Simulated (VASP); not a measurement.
The system is LuTl2.

```
Lu Tl
1.0
     5.18496    0.00000    0.00000
    -2.59248    4.49031    0.00000
     0.00000    0.00000    4.34875
Lu Tl
1 2
Direct
  0.00000 0.00000 0.00000
  0.33333 0.66667 0.50000
  0.66667 0.33333 0.50000
```

| Quantity | Value |
| --- | --- |
| Program | VASP 6.6.1 |
| Task | relaxation of cell and atoms |
| Functional | PBE |
| Potentials or basis | VASP PAW PBE potentials, release 64 (Lu, Tl_d) |
| Cutoff | 600 eV |
| k mesh | 6 × 6 × 4 |
| Occupations | gaussian, width 0.1 eV |
| Spin | no spin polarisation |

At the start: pressure -4.3 GPa; volume 33.75 Å³/atom.

Problem. How do energy, volume and symmetry change on relaxing?

Solution. Over 16 steps the energy falls by 223.8 meV/atom and the volume is 27.83 Å³/atom (-17.5 %); space group P6/mmm (No. 191, to 0.05 Å).

The path:
```tsv
step	energy change (eV)	largest force (eV/Å)	pressure (GPa)	volume (Å³)
1	0.0000	0.0000	-4.26	101.25
2	-0.3818	0.0000	-1.82	88.56
3	-0.4806	0.0000	1.52	80.98
4	-0.5770	0.0000	0.91	81.31
5	-0.6208	0.0000	0.83	81.37
6	-0.6452	0.0000	1.51	80.86
7	1.3956	0.0000	11.87	77.03
8	-0.6465	0.0000	1.45	80.82
9	-0.3433	0.0000	4.27	79.40
10	-0.6509	0.0000	1.46	80.75
11	-0.6122	0.0000	2.28	80.17
12	-0.6569	0.0000	1.65	80.62
13	-0.6554	0.0000	1.70	80.50
14	-0.6571	0.0000	1.62	80.56
15	-0.6583	0.0000	-1.35	86.48
16	-0.6714	0.0000	-0.04	83.50
```

Final structure:
```xyz
3
Lattice="5.5424 0.0000 0.0000 -2.7712 4.7999 0.0000 0.0000 0.0000 3.1386" Properties=species:S:1:pos:R:3 pbc="T T T"
Lu    0.0000    0.0000    0.0000
Tl    0.0000    3.1999    1.5693
Tl    2.7712    1.6000    1.5693
```

Caveat: the k points lie up to 0.50 Å⁻¹ apart in the final cell; the volume moved by over 15 % at a fixed basis, so the end points are rough.
